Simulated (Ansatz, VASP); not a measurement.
# One calculation of Zr, two programs

The input INCAR:

```
PREC = Accurate
ENCUT = 520
EDIFF = 1E-7
ISMEAR = -1
SIGMA = 0.08
LREAL = False
LASPH = True
NELM = 60
ALGO = Normal
ISIF = 2
LWAVE = False
LCHARG = True
GGA = PE
LELF = True
LVHAR = True
NBANDS = 19
```

Contents of KPOINTS:

```
Automatic mesh
0
Gamma
  13 13 7
```

File POSCAR:

```
Zr
1.0
    3.2966381870      0.0000000000      0.0000000000
   -1.6483190934      2.8549724169      0.0000000000
    0.0000000000      0.0000000000      5.1470000000
Zr
2
Direct
    0.3333333333      0.6666666667      0.2500000000
    0.6666666667      0.3333333333      0.7500000000
```

Input for Ansatz:

```yaml
crystal:
  lattice:
    - [3.296638187, 0.0, 0.0]
    - [-1.6483190934, 2.8549724169, 0.0]
    - [0.0, 0.0, 5.147]
  atoms:
    - { symbol: Zr, position: [0.3333333333, 0.6666666667, 0.25] }
    - { symbol: Zr, position: [0.6666666667, 0.3333333333, 0.75] }
kpoints:
  mp_grid: { grid: [13, 13, 7] }
  band_path:
    path:
      - [0.0, 0.0, 0.0]
      - [0.5, 0.0, 0.0]
      - [0.3333333333, 0.3333333333, 0.0]
      - [0.0, 0.0, 0.0]
      - [0.0, 0.0, 0.5]
      - [0.5, 0.0, 0.5]
      - [0.3333333333, 0.3333333333, 0.5]
      - [0.0, 0.0, 0.5]
      - [0.5, 0.0, 0.5]
    npoints: 5
scf:
  occupations: { method: fermi_dirac, width: 0.08 }
hamiltonian:
  xc: pbe
  pseudopotentials: { kind: all_electron, lapw: { basis_error: 0.001 } }
output:
  forces: true
  stress: true
  eigenvalues: true
```

Change from the starting cell: equal xx and yy strain of +2 %.

Alike in both runs: task single point; functional PBE; k mesh 13 × 13 × 7; occupations fermi-dirac, width 0.08 eV; no spin polarisation.

|  | VASP | Ansatz |
| --- | --- | --- |
| version | VASP 6.6.1 | Ansatz 0.2.0 |
| potentials or method | VASP PAW PBE potentials, release 64 (Zr_sv), cutoff 520 eV | all-electron LAPW, scalar-relativistic |

|  | VASP | Ansatz | Ansatz less VASP |
| --- | --- | --- | --- |
| pressure (GPa) | -2.9 | -2.9 | +0.01 |
| traceless stress, the component that is largest in VASP (GPa) | 1.40 | 1.40 | +0.001 |

Ansatz ran all-electron here, and VASP with PAW potentials.
